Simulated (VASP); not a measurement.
Input of a VASP 6.6.1 run:

INCAR

```
PREC = Accurate
ENCUT = 520
EDIFF = 1E-6
ISMEAR = 0
SIGMA = 0.15
LREAL = F
LASPH = T
NELM = 80
ALGO = Fast
ISIF = 2
LWAVE = F
LCHARG = F
GGA = CA
NBANDS = 28
```

Contents of KPOINTS:

```
Automatic mesh
0
Gamma
  15 15 6
```

File POSCAR:

```
Ti3Al
1.0
    2.8609400907      0.0000000000      0.0000000000
   -1.4304700453      2.4776467973      0.0000000000
    0.0000000000      0.0000000000      9.0513401041
Ti Al
3 1
Direct
    0.5743893062      0.3333333333      0.0000000000
    0.3653019247      0.6666666667      0.7515223620
    0.3653019247      0.6666666667      0.2484776380
    0.7169439808      0.3333333333      0.5000000000
```

Potentials or basis: VASP PAW LDA potentials, release 64 (Ti_sv, Al).

The run is started by

```console
$ cat potpaw_LDA.64/Ti_sv/POTCAR potpaw_LDA.64/Al/POTCAR > POTCAR
$ mpirun -np 1 vasp_std > vasp.out
```

Q: Predict the pressure.

A: -0.6 GPa.

Q: Predict the band gap on the k mesh.

A: Zero (an odd number of electrons rules out a gap without spin polarisation).

Q: What does it give for the largest force?

A: 0.390 eV/Å.

Stress tensor (GPa, compression positive):
```
-0.42 -1.54  0.00
-1.54 -1.09  0.00
 0.00  0.00 -0.18
```

Caveat: the cell differs from its parent crystal (atoms displaced along a vibrational mode).
